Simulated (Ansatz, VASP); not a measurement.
SnO: VASP beside Ansatz

Contents of INCAR:

```
PREC = Accurate
ENCUT = 1000
EDIFF = 1E-8
ISMEAR = -1
SIGMA = 0.01
LREAL = False
LASPH = True
NELM = 120
ALGO = Normal
ISIF = 2
LWAVE = False
LCHARG = False
GGA = PE
LEFG = True
NBANDS = 28
GGA_COMPAT = False
```

The input KPOINTS:

```
regular mesh
0
Gamma
  8 8 6
```

File POSCAR:

```
SnO
1.0
    3.8020000000      0.0000000000      0.0000000000
    0.0000000000      3.8020000000      0.0000000000
    0.0000000000      0.0000000000      4.8360000000
Sn O
2 2
Direct
    0.0000000000      0.5000000000      0.2385000000
    0.5000000000      0.0000000000      0.7615000000
    0.0000000000      0.0000000000      0.0000000000
    0.5000000000      0.5000000000      0.0000000000
```

Input for Ansatz:

```yaml
crystal:
  lattice:
    - [3.802, 0.0, 0.0]
    - [0.0, 3.802, 0.0]
    - [0.0, 0.0, 4.836]
  atoms:
    - { symbol: Sn, position: [0.0, 0.5, 0.2385] }
    - { symbol: Sn, position: [0.5, 0.0, 0.7615] }
    - { symbol: O, position: [0.0, 0.0, 0.0] }
    - { symbol: O, position: [0.5, 0.5, 0.0] }
kpoints:
  mp_grid: { grid: [8, 8, 6] }
  band_path:
    path:
      - [0.0, 0.0, 0.0]
      - [0.0, 0.5, 0.0]
      - [0.5, 0.5, 0.0]
      - [0.0, 0.0, 0.0]
      - [0.0, 0.0, 0.5]
      - [0.0, 0.5, 0.5]
      - [0.5, 0.5, 0.5]
      - [0.0, 0.0, 0.5]
      - [0.0, 0.5, 0.0]
    npoints: 8
scf:
  occupations: { method: fermi_dirac, width: 0.01 }
hamiltonian:
  xc: pbe
  pseudopotentials: { kind: paw }
output:
  forces: true
  stress: true
  eigenvalues: true
  efg: { contact_densities: true }
  populations: true
  bader: true
  dos: { projected: true, de: 0.2, e_range: [-14, 8] }
```

Alike in both runs: task electric field gradients; functional PBE; k mesh 8 × 8 × 6; occupations fermi-dirac, width 0.01 eV; no spin polarisation.

|  | VASP | Ansatz |
| --- | --- | --- |
| version | VASP 6.6.1 | Ansatz 0.2.0 |
| potentials or method | VASP PAW PBE potentials, release 64 (Sn_d, O_h) | PAW with Ansatz's default frozen-core files, scalar-relativistic |
| plane-wave cutoff (eV) | 1000 | 420 |
| valence electrons in the cell | 40 | 40 |

|  | VASP | Ansatz | Ansatz less VASP |
| --- | --- | --- | --- |
| rms of the force components (eV/Å) | 0.174 | 0.143 | -0.0308 |
| size of Vzz on the site where it differs most (V/Å²) | 166.4 | 175.9 | +9.48 |

Atom by atom the forces differ by 0.031 eV/Å (rms over components).
